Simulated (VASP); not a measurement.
A run of VASP 6.6.1:

The input INCAR:

```
  ALGO = Normal
  EDIFF = 1E-8
  ENCUT = 520
  GGA = PS
  IBRION = 8
  ISIF = 2
  ISMEAR = 0
  LASPH = True
  LCHARG = True
  LREAL = False
  LWAVE = False
  NBANDS = 18
  NELM = 60
  NSW = 1
  PREC = Accurate
  SIGMA = 0.15
```

The input KPOINTS:

```
k-points
0
Gamma
  10 10 10
```

POSCAR

```
LaHg
1.0
    3.8380661939      0.0000000000      0.0000000000
    0.0000000000      3.8380661939      0.0000000000
    0.0000000000      0.0000000000      3.8380661939
La Hg
1 1
Direct
    0.0000000000      0.0000000000      0.0000000000
    0.5000000000      0.5000000000      0.5000000000
```

Potentials or basis: VASP PAW PBE potentials, release 64 (La, Hg).

Launch:

```sh
$ cat potpaw_PBE.64/La/POTCAR potpaw_PBE.64/Hg/POTCAR > POTCAR
$ mpirun -np 1 vasp_std > vasp.out
```

Hardware: 1 thread of AMD EPYC 9R45 96-Core Processor (Zen 5) (shared host).

How long does it take, and how much memory?

Run time: 11 min on 1 thread of AMD EPYC 9R45 96-Core Processor (Zen 5), on a shared host, peak memory 0.41 GiB. Counts: scf iterations 77, k points 56.
